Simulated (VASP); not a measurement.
Set up this calculation in VASP 6.6.1, as the native input.

* Task: single point
* Functional: LDA
* Potentials or basis: VASP PAW LDA potentials, release 64 (Al, Ru_pv)
* Cutoff: 520 eV
* k mesh: 10 × 10 × 10
* Occupations: gaussian, width 0.01 eV
* Spin: no spin polarisation
* Dipole correction: no
* Further INCAR settings: ALGO = Normal; EDIFF = 1e-06; NBANDS = 29

The structure of Al2Ru lies in POSCAR:

```
Al2Ru
1.0
    0.0000000000      3.9421347757      4.3382165758
    2.3241985366      0.0000000000      4.3382165758
    2.3241985366      3.9421347757      0.0000000000
Al Ru
4 2
Direct
    0.0790244054      0.4209755946      0.0790244054
    0.4209755946      0.0790244054      0.4209755946
    0.1709755946      0.8290244054      0.1709755946
    0.8290244054      0.1709755946      0.8290244054
    0.7500000000      0.7500000000      0.7500000000
    0.5000000000      0.5000000000      0.5000000000
```

The input as run:

INCAR

```
PREC = Accurate
ENCUT = 520
EDIFF = 1E-6
ISMEAR = 0
SIGMA = 0.01
LREAL = False
LASPH = True
NELM = 100
ALGO = Normal
ISIF = 2
LWAVE = False
LCHARG = False
GGA = CA
NBANDS = 29
```

KPOINTS

```
Automatic mesh
0
Gamma
  10 10 10
```

Potentials or basis: VASP PAW LDA potentials, release 64 (Al, Ru_pv).

Command:

```bash
$ cat potpaw_LDA.64/Al/POTCAR potpaw_LDA.64/Ru_pv/POTCAR > POTCAR
$ mpirun -np 1 vasp_std > vasp.out
```

It gave:

```yaml
Pressure: 2.5 GPa
Largest_force: 0.008 eV/Å
```

Wall time 5.7 min on 1 thread of Intel(R) Xeon(R) Platinum 8488C (Sapphire Rapids), on a shared host, peak memory 0.44 GiB.
